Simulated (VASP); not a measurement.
As:

```
CELL_PARAMETERS angstrom
1.78774 -5.38772 0.00000
1.78774 5.38772 0.00000
0.00000 0.00000 4.37875
ATOMIC_POSITIONS crystal
As 0.39000 0.61000 0.56000
As 0.89000 0.11000 0.94000
As 0.61000 0.39000 0.44000
As 0.11000 0.89000 0.06000
```

Base run:

```yaml
Program: VASP 6.6.1
Functional: r2SCAN
Potentials_or_basis: VASP PAW PBE potentials, release 64 (As)
Cutoff: 520 eV
k_mesh: 8 × 8 × 6
Occupations: fermi-dirac, width 0.05 eV
Spin: no spin polarisation
```

Its results: pressure 6.9 GPa; largest force 0.279 eV/Å.

Q: The run is repeated on the same cell with these changes: functional from r2SCAN to LDA; potentials or basis from VASP PAW PBE potentials, release 64 (As) to VASP PAW LDA potentials, release 64 (As). What comes out?

A: Pressure 3.4 GPa; largest force 0.493 eV/Å.

Caveats: the cell stands under pressure; the PAW data sets were made with another functional, which shifts forces and pressure a little (at least some runs).
